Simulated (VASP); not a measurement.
# Ir (P6_3/mmc) in VASP: notebook

Aim: see how the results for Ir move with the level of theory and the settings. Levels: PBEsol-based global hybrid with 25 % exact exchange, PBE, PBE0. Tasks: single point.

Everything below comes from runs of VASP 6.6.1. Logs are shortened: lines on timing, memory, paths and dates and some standing lists are left out, and cuts for length are marked.

### 1 The cell of the first run

The structure is hexagonal, space group P6_3/mmc (No. 194). Conventional cell: a = 2.722 Å, b = 2.722 Å, c = 4.282 Å, α = 90.00°, β = 90.00°, γ = 120.00°. Within 3.5 Å of Ir (site symmetry -6m2) lie 12 Ir at 2.66 to 2.72 Å.

This isn't the form of Ir at room conditions, which is fcc.

### 2 Single point, PBEsol-based global hybrid with 25 % exact exchange

POSCAR reads:

```
Ir
1.0
    2.7219498417      0.0000000000      0.0000000000
   -1.3609749209      2.3572777108      0.0000000000
    0.0000000000      0.0000000000      4.2824361487
Ir
2
Direct
    0.3333333333      0.6666666667      0.2500000000
    0.6666666667      0.3333333333      0.7500000000
```

INCAR.step1 reads:

```
SYSTEM = Ir
PREC = Accurate
ENCUT = 520
EDIFF = 1E-5
ISMEAR = -1
SIGMA = 0.05
LREAL = .False.
LASPH = .True.
NELM = 80
ALGO = Normal
ISIF = 2
LWAVE = .True.
LCHARG = .False.
NBANDS = 16
GGA = PE
```

INCAR.step2 reads:

```
SYSTEM = Ir
PREC = Accurate
ENCUT = 520
EDIFF = 1E-7
ISMEAR = -1
SIGMA = 0.05
LREAL = .False.
LASPH = .True.
NELM = 80
ALGO = Normal
ISIF = 2
LWAVE = .False.
LCHARG = .False.
GGA = PS
LHFCALC = .True.
AEXX = 0.25
PRECFOCK = Normal
NBANDS = 16
ISTART = 1
```

KPOINTS reads:

```
Automatic mesh
0
Gamma
  6 6 3
  0 0 0
```

Potentials or basis: VASP PAW PBE potentials, release 64 (Ir).

On the command line:

```bash
> cat potpaw_PBE.64/Ir/POTCAR > POTCAR
> cp INCAR.step1 INCAR
> mpirun -np 1 vasp_std > vasp.out
> cp INCAR.step2 INCAR
> mpirun -np 1 vasp_std > vasp.out
```

OUTCAR:

```text
SYSTEM = Ir
   PREC = Accurate
   ENCUT = 520
   EDIFF = 1E-7
   ISMEAR = -1
   LREAL = .False.
   LASPH = .True.
   NELM = 80
   ISIF = 2
   GGA = PS
   LHFCALC = .True.
   AEXX = 0.25
   PRECFOCK = Normal
   ISTART = 1

 ion  position               nearest neighbor table
   1  0.333  0.667  0.250-   2 2.66   2 2.66   2 2.66   2 2.66   2 2.66   2 2.66
   2  0.667  0.333  0.750-   1 2.66   1 2.66   1 2.66   1 2.66   1 2.66   1 2.66

  LATTYP: Found a hexagonal cell.
 ALAT       =     2.7219498417
 C/A-ratio  =     1.5732972309

  Lattice vectors:

 A1 = (   2.7219498417,   0.0000000000,   0.0000000000)
 A2 = (  -1.3609749209,   2.3572777108,   0.0000000000)
 A3 = (   0.0000000000,   0.0000000000,   4.2824361487)

Analysis of symmetry for initial positions (statically):
=====================================================================
 Subroutine PRICEL returns:
 Original cell was already a primitive cell.

 Routine SETGRP: Setting up the symmetry group for a
 hexagonal supercell.

 Subroutine GETGRP returns: Found 24 space group operations
 (whereof 12 operations were pure point group operations)
 out of a pool of 24 trial point group operations.

The static configuration has the point symmetry D_3d.
 The point group associated with its full space group is D_6h.

Analysis of symmetry for dynamics (positions and initial velocities):
=====================================================================
 Subroutine PRICEL returns:
 Original cell was already a primitive cell.

 Routine SETGRP: Setting up the symmetry group for a
 hexagonal supercell.

 Subroutine GETGRP returns: Found 24 space group operations
 (whereof 12 operations were pure point group operations)
 out of a pool of 24 trial point group operations.

The dynamic configuration has the point symmetry D_3d.
 The point group associated with its full space group is D_6h.

 Subroutine INISYM returns: Found 24 space group operations
 (whereof 12 operations are pure point group operations),
 and found     1 'primitive' translations

----------------------------------------------------------------------------------------

                                     Primitive cell

  volume of cell :      27.4778

  direct lattice vectors                    reciprocal lattice vectors
     2.721949842  0.000000000  0.000000000     0.367383699  0.212109077  0.000000000
    -1.360974921  2.357277711  0.000000000     0.000000000  0.424218154  0.000000000
     0.000000000  0.000000000  4.282436149     0.000000000  0.000000000  0.233511946

  length of vectors
     2.721949842  2.721949842  4.282436149     0.424218154  0.424218154  0.233511946

  position of ions in fractional coordinates (direct lattice)
     0.333333333  0.666666667  0.250000000
     0.666666667  0.333333333  0.750000000

  ion indices of the primitive-cell ions
   primitive index   ion index
                 1           1
                 2           2

----------------------------------------------------------------------------------------

 KPOINTS: Automatic mesh

Automatic generation of k-mesh.
 Grid dimensions read from file:
 generate k-points for:    6    6    3

 Generating k-lattice:

  Cartesian coordinates                     Fractional coordinates (reciprocal lattice)
     0.061230616  0.035351513  0.000000000     0.166666667  0.000000000  0.000000000
     0.000000000  0.070703026  0.000000000     0.000000000  0.166666667  0.000000000
     0.000000000  0.000000000  0.077837315     0.000000000  0.000000000  0.333333333

  Length of vectors
     0.070703026  0.070703026  0.077837315

  Shift w.r.t. Gamma in fractional coordinates (k-lattice)
     0.000000000  0.000000000  0.000000000

 Subroutine IBZKPT returns following result:
 ===========================================

 Found     14 irreducible k-points:

 Following reciprocal coordinates:
            Coordinates               Weight
  0.000000  0.000000  0.000000      1.000000
  0.166667  0.000000  0.000000      6.000000
  0.333333  0.000000  0.000000      6.000000
  0.500000  0.000000  0.000000      3.000000
  0.166667  0.166667  0.000000      6.000000
  0.333333  0.166667  0.000000     12.000000
  0.333333  0.333333  0.000000      2.000000
  0.000000  0.000000  0.333333      2.000000
  0.166667  0.000000  0.333333     12.000000
  0.333333  0.000000  0.333333     12.000000
  0.500000  0.000000  0.333333      6.000000
  0.166667  0.166667  0.333333     12.000000
  0.333333  0.166667  0.333333     24.000000
  0.333333  0.333333  0.333333      4.000000
   k-points           NKPTS =     14   k-points in BZ     NKDIM =    108   number of bands    NBANDS=     16
   number of dos      NEDOS =    301   number of ions     NIONS =      2
   total plane-waves  NPLWV =  12800
   dimension x,y,z NGX =    20 NGY =   20 NGZ =   32
   dimension x,y,z NGXF=    40 NGYF=   40 NGZF=   64
   ions per type =               2
   NGX,Y,Z   is equivalent  to a cutoff of  12.22, 12.22, 12.42 a.u.
   NGXF,Y,Z  is equivalent  to a cutoff of  24.43, 24.43, 24.85 a.u.
 SYSTEM =  Ir
   PREC   = accura    normal or accurate (medium, high low for compatibility)
   ISTART =      1    job   : 0-new  1-cont  2-samecut
   ICHARG =      0    charge: 1-file 2-atom 10-const
   ISPIN  =      1    spin polarized calculation?
   LNONCOLLINEAR =      F non collinear calculations
   LSORBIT =      F    spin-orbit coupling
   LASPH  =      T    aspherical Exc in radial PAW
   ENCUT  =  520.0 eV  38.22 Ry    6.18 a.u.   5.06  5.06  7.96*2*pi/ulx,y,z
   NELM   =     80;   NELMIN=  2; NELMDL=  0     # of ELM steps
   EDIFF  = 0.1E-06   stopping-criterion for ELM
   LREAL  =      F    real-space projection
   EDIFFG = 0.1E-05   stopping-criterion for IOM
   NSW    =      0    number of steps for IOM
   IBRION =     -1    ionic relax: 0-MD 1-quasi-New 2-CG
   NFREE  =      0    steps in history (QN), initial steepest desc. (CG)
   ISIF   =      2    stress and relaxation
   ISYM   =      3    0-nonsym 1-usesym 2-fastsym
   POTIM  = 0.5000    time-step for ionic-motion
   TEBEG  =    0.0;   TEEND  =   0.0 temperature during run
   PSTRESS=    0.0 pullay stress
   NELECT =      18.0000    total number of electrons
   NUPDOWN=      -1.0000    fix difference up-down
   EMIN   =  10.00;   EMAX   =-10.00  energy-range for DOS
   EFERMI =   0.00;   METHOD = LEGACY
   ISMEAR =    -1;   SIGMA  =   0.05  broadening in eV -4-tet -1-fermi 0-gaus
   EFERMI_NEDOS =   21; number of points for ismear=-14 and -15
   IALGO  =     38    algorithm
   IMIX   =      1    mixing-type and parameters
     AMIX     =   0.40;   BMIX     =  1.00
     AMIX_MAG =   1.60;   BMIX_MAG =  1.00
  volume/ion in A,a.u.               =      13.74        92.71
  Fermi-wavevector in a.u.,A,eV,Ry     =   1.421800  2.686812 27.504372  2.021514
  Thomas-Fermi vector in A             =   2.542571
   LORBIT       =      0    0 simple, 1 ext, 2 COOP (PROOUT), +10 PAW based schemes
   GGA     = PS    functional components
   LHFCALC =     T    Hartree Fock is set to
   PRECFOCK=normal    Normal, Fast or Accurate (Low or Medium for compatibility)
   ENCUT4O =  -1.0   cutoff for four orbital integrals eV
   NKREDX  =     1    reduce k-point grid by
   NKREDY  =     1    reduce k-point grid by
   NKREDZ  =     1    reduce k-point grid by
   AEXX    =    0.2500 exact exchange contribution
   HFSCREEN=    0.0000 screening length (either q_TF or 0.3 A-1)
   HFSCREENC=   0.0000 screening length for correlation (either q_TF or 0.3 A-1)
   ENCUTFOCK=  -1.0 apply spherical cutoff to Coloumb kernel
   IVDW    =     0    specifies the selected vdW correction
   LEPSILON=     F    determine dielectric tensor
   LRPA    =     F    only Hartree local field effects (RPA)
 non-spin polarized calculation
  energy-cutoff  :      520.00
  volume of cell :       27.48
 maximum number of plane-waves:       756
  NGX = 16; NGY = 16; NGZ = 28

 number of electron      18.0000003 magnetization

 Free energy of the ion-electron system (eV)
  ---------------------------------------------------
  ext. energy  EPLUGINS =         0.00000000
  ---------------------------------------------------
  free energy    TOTEN  =       -23.14934333 eV

  energy without entropy =      -23.13774767  energy(sigma->0) =      -23.14354550

 E-fermi :  10.6074     XC(G=0): -11.1525

 val. band max:        9.9066875128   @ k =   0.3333   0.0000   0.3333
 cond. band min:      10.6748294883   @ k =   0.3333   0.1667   0.3333
 fundamental gap:      0.7681419755
 Fermi energy:        10.6073961921

 k-point     1 :       0.0000    0.0000    0.0000
  band No.  band energies     occupation
      1      -2.6147      2.00000
      2       0.6507      2.00000
      3       5.3715      2.00000
      4       5.3715      2.00000
      5       5.5730      2.00000
      6       6.2354      2.00000
[... 8 lines left out ...]
     15      29.0856      0.00000
     16      30.0144      0.00000

 k-point     2 :       0.1667    0.0000    0.0000
  band No.  band energies     occupation
      1      -1.4623      2.00000
      2       1.5307      2.00000
      3       4.2830      2.00000
      4       5.3272      2.00000
      5       5.7085      2.00000
      6       6.1649      2.00000
[... 8 lines left out ...]
     15      29.7736      0.00000
     16      30.2006      0.00000

 k-point     3 :       0.3333    0.0000    0.0000
  band No.  band energies     occupation
      1       0.7758      2.00000
      2       1.7035      2.00000
      3       2.8614      2.00000
      4       4.7145      2.00000
      5       5.1926      2.00000
      6       5.9043      2.00000
[... 8 lines left out ...]
     15      25.8760      0.00000
     16      26.9210      0.00000
[... 172 lines left out ...]
 k-point    13 :       0.3333    0.1667    0.3333
  band No.  band energies     occupation
      1       1.3696      2.00000
      2       2.4114      2.00000
      3       2.9280      2.00000
      4       4.2980      2.00000
      5       4.6658      2.00000
      6       6.4621      2.00000
[... 8 lines left out ...]
     15      24.3699      0.00000
     16      27.3714      0.00000

 k-point    14 :       0.3333    0.3333    0.3333
  band No.  band energies     occupation
      1       2.6931      2.00000
      2       2.6931      2.00000
      3       2.8147      2.00000
      4       4.0416      2.00000
      5       5.1965      2.00000
      6       5.1965      2.00000
[... 8 lines left out ...]
     15      21.9622      0.00000
     16      23.4460      0.00000

------------------------ aborting loop because EDIFF is reached ----------------------------------------

  FORCE on cell =-STRESS in cart. coord.  units (eV):
  Direction    XX          YY          ZZ          XY          YZ          ZX
  --------------------------------------------------------------------------------------
  -------------------------------------------------------------------------------------
  Total        0.5220267      0.5220267      0.9752573     -0.0000000      0.0000000      0.0000000
  in kB       30.4383812     30.4383812     56.8653934     -0.0000000      0.0000000      0.0000000
  external PRESSURE =      39.2473853 kB  Pullay stress =       0.0000000 kB

 VOLUME and BASIS-vectors are now :
 -----------------------------------------------------------------------------
  energy-cutoff  :      520.00
  volume of cell :       27.48
      direct lattice vectors                 reciprocal lattice vectors
     2.721949842  0.000000000  0.000000000     0.367383699  0.212109077  0.000000000
    -1.360974921  2.357277711  0.000000000     0.000000000  0.424218154  0.000000000
     0.000000000  0.000000000  4.282436149     0.000000000  0.000000000  0.233511946

 POSITION                                       TOTAL-FORCE (eV/Angst)
 -----------------------------------------------------------------------------------
     -0.00000      1.57152      1.07061        -0.000000      0.000000      0.000000
      1.36097      0.78576      3.21183         0.000000     -0.000000     -0.000000
 -----------------------------------------------------------------------------------
    total drift:                                0.000000     -0.000000     -0.000000

  FREE ENERGIE OF THE ION-ELECTRON SYSTEM (eV)
  ---------------------------------------------------
  free  energy   TOTEN  =       -23.1493433324 eV

  energy  without entropy=      -23.1377476734  energy(sigma->0) =      -23.14354550
```

Run time: 11 min. Hardware: 1 thread of Intel Xeon 6975P-C (Granite Rapids), shared host; peak memory 0.16 GiB.

Results:

```yaml
Free_energy: -23.1493 eV
Pressure: 3.9 GPa
Band_gap_on_the_k_mesh: zero (bands 9 and 10 overlap by 4.87 eV)
```

Levels at points of the mesh, in eV from the Fermi level:
| k point | band 8 | band 9 | band 10 | band 11 | band 12 | band 13 |
| --- | --- | --- | --- | --- | --- | --- |
| (0.00, 0.00, 0.00) | -3.81 | -3.81 | -1.15 | 0.83 | 0.83 | 9.22 |
| (0.50, 0.00, 0.00) | 0.91 | 1.46 | 1.74 | 3.73 | 5.41 | 9.91 |

Caveat: the k points lie up to 0.49 Å⁻¹ apart, too coarse for converged energies and pressures of a metal; the PAW data sets were made with another functional, which shifts forces and pressure a little; spin-orbit coupling is left out, which moves the levels of the heavy elements.

### 3 Single point, PBE

This run uses another cell than the first one, of 14.63 Å³/atom.

INCAR reads:

```
PREC     = Accurate       # precision mode
ENCUT    = 500            # plane-wave cutoff, eV
EDIFF    = 1E-6           # SCF threshold, eV
ISMEAR   = 0              # smearing method
SIGMA    = 0.011          # smearing width, eV
LREAL    = F              # projectors in reciprocal space
LASPH    = T              # aspherical terms in the spheres
NELM     = 120            # most SCF steps
ALGO     = Normal         # electronic algorithm
ISIF     = 2              # what is computed and relaxed
LWAVE    = F              # write WAVECAR
LCHARG   = F              # write CHGCAR
GGA      = PE             # functional
NBANDS   = 16             # bands
GGA_COMPAT= F
```

KPOINTS reads:

```
regular mesh
0
Gamma
  11 11 6
```

POSCAR reads:

```
Ir
1.0
    2.7513778946      0.0000000000      0.0000000000
   -1.3756889473      2.3827631521      0.0000000000
    0.0000000000      0.0000000000      4.4622900000
Ir
2
Direct
    0.3333333333      0.6666666667      0.2500000000
    0.6666666667      0.3333333333      0.7500000000
```

Potentials or basis: VASP PAW PBE potentials, release 64 (Ir).

On the command line:

```bash
> cat potpaw_PBE.64/Ir/POTCAR > POTCAR
> mpirun -np 1 vasp_std > vasp.out
```

OUTCAR:

```text
PREC = Accurate
   ENCUT = 500
   EDIFF = 1E-6
   ISMEAR = 0
   LREAL = F
   LASPH = T
   NELM = 120
   ISIF = 2
   GGA = PE

 ion  position               nearest neighbor table
   1  0.333  0.667  0.250-   2 2.74   2 2.74   2 2.74   2 2.74   2 2.74   2 2.74
   2  0.667  0.333  0.750-   1 2.74   1 2.74   1 2.74   1 2.74   1 2.74   1 2.74

  LATTYP: Found a hexagonal cell.
 ALAT       =     2.7513778946
 C/A-ratio  =     1.6218382828

  Lattice vectors:

 A1 = (   2.7513778946,   0.0000000000,   0.0000000000)
 A2 = (  -1.3756889473,   2.3827631521,   0.0000000000)
 A3 = (   0.0000000000,   0.0000000000,   4.4622900000)

Analysis of symmetry for initial positions (statically):
=====================================================================
 Subroutine PRICEL returns:
 Original cell was already a primitive cell.

 Routine SETGRP: Setting up the symmetry group for a
 hexagonal supercell.

 Subroutine GETGRP returns: Found 24 space group operations
[... 156 lines left out ...]
   NGX =  9   NGY =  9   NGZ = 17

 number of electron      18.0000000 magnetization

 Free energy of the ion-electron system (eV)
  ---------------------------------------------------
  ext. energy  EPLUGINS =         0.00000000
  ---------------------------------------------------
  free energy    TOTEN  =       -17.52098057 eV

  energy without entropy =      -17.52071887  energy(sigma->0) =      -17.52084972

 E-fermi :   9.9322     XC(G=0): -13.7908

 val. band max:        9.9205102686   @ k =   0.3636   0.1818   0.1667
 cond. band min:       9.9375176676   @ k =   0.2727   0.0909   0.3333
 fundamental gap:      0.0170073991
 Fermi energy:         9.9321591291

 k-point     1 :       0.0000    0.0000    0.0000
  band No.  band energies     occupation
      1      -0.9272      2.00000
      2       2.1083      2.00000
      3       6.1885      2.00000
      4       6.2896      2.00000
      5       6.2896      2.00000
      6       6.9136      2.00000
[... 433 lines left out ...]
      3       4.8257      2.00000
      4       5.0525      2.00000
      5       6.0083      2.00000
      6       6.6038      2.00000
[... 8 lines left out ...]
     15      25.0479      0.00000
     16      26.4447      0.00000

 [... further k-points ...]
[... 5 lines left out ...]
  --------------------------------------------------------------------------------------
  -------------------------------------------------------------------------------------
  Total       -0.2657661     -0.2657661     -0.0096996     -0.0000000     -0.0000000      0.0000000
  in kB      -14.5553040    -14.5553040     -0.5312220     -0.0000000     -0.0000000      0.0000000
  external PRESSURE =      -9.8806100 kB  Pullay stress =       0.0000000 kB

 VOLUME and BASIS-vectors are now :
 -----------------------------------------------------------------------------
  energy-cutoff  :      500.00
  volume of cell :       29.25
      direct lattice vectors                 reciprocal lattice vectors
     2.751377895  0.000000000  0.000000000     0.363454254  0.209840411  0.000000000
    -1.375688947  2.382763152  0.000000000     0.000000000  0.419680823  0.000000000
     0.000000000  0.000000000  4.462290000     0.000000000  0.000000000  0.224100182

 POSITION                                       TOTAL-FORCE (eV/Angst)
 -----------------------------------------------------------------------------------
     -0.00000      1.58851      1.11557         0.000000     -0.000000      0.000000
      1.37569      0.79425      3.34672         0.000000      0.000000      0.000000
 -----------------------------------------------------------------------------------
    total drift:                                0.000000     -0.000000     -0.000000

  FREE ENERGIE OF THE ION-ELECTRON SYSTEM (eV)
  ---------------------------------------------------
  free  energy   TOTEN  =       -17.5209805727 eV

  energy  without entropy=      -17.5207188675  energy(sigma->0) =      -17.52084972
```

OSZICAR:

```text
N       E                     dE             d eps       ncg     rms          rms(c)
DAV:   1     0.139808188732E+03    0.13981E+03   -0.82596E+03  2048   0.109E+03
DAV:   2    -0.150524384984E+02   -0.15486E+03   -0.13970E+03  2056   0.304E+02
DAV:   3    -0.185972100726E+02   -0.35448E+01   -0.34919E+01  2840   0.542E+01
DAV:   4    -0.186362294851E+02   -0.39019E-01   -0.38983E-01  2320   0.484E+00
DAV:   5    -0.186373450151E+02   -0.11155E-02   -0.11155E-02  2904   0.856E-01    0.202E+01
DAV:   6    -0.176992129549E+02    0.93813E+00   -0.12040E+00  2536   0.142E+01    0.825E+00
DAV:   7    -0.175328165089E+02    0.16640E+00   -0.37119E-01  2736   0.742E+00    0.211E+00
DAV:   8    -0.175255176780E+02    0.72988E-02   -0.53998E-03  2304   0.650E-01    0.120E+00
DAV:   9    -0.175209672781E+02    0.45504E-02   -0.48788E-03  2648   0.870E-01    0.322E-02
DAV:  10    -0.175209754544E+02   -0.81762E-05   -0.33780E-05  2976   0.517E-02    0.108E-02
DAV:  11    -0.175209799412E+02   -0.44868E-05   -0.18632E-06  2480   0.110E-02    0.436E-03
DAV:  12    -0.175209805727E+02   -0.63149E-06   -0.14609E-07  1656   0.405E-03
   1 F= -.17520981E+02 E0= -.17520850E+02  d E =-.261705E-03
```

Run time: 38 s. Hardware: 1 thread of AMD EPYC 7R43 (Zen 3), shared host; peak memory 0.12 GiB.

Results:

```yaml
Free_energy: -17.5210 eV
Pressure: -1.0 GPa
Band_gap_on_the_k_mesh: zero (bands 9 and 10 overlap by 3.07 eV)
```

Stress tensor (GPa, compression positive):
```
-1.46  0.00  0.00
 0.00 -1.46  0.00
 0.00  0.00 -0.05
```

Caveat: spin-orbit coupling is left out, which moves the levels of the heavy elements.

(Part 1 of 2 ends here.)

The gap in the log of VASP goes by the Fermi energy; the results here count the filled bands.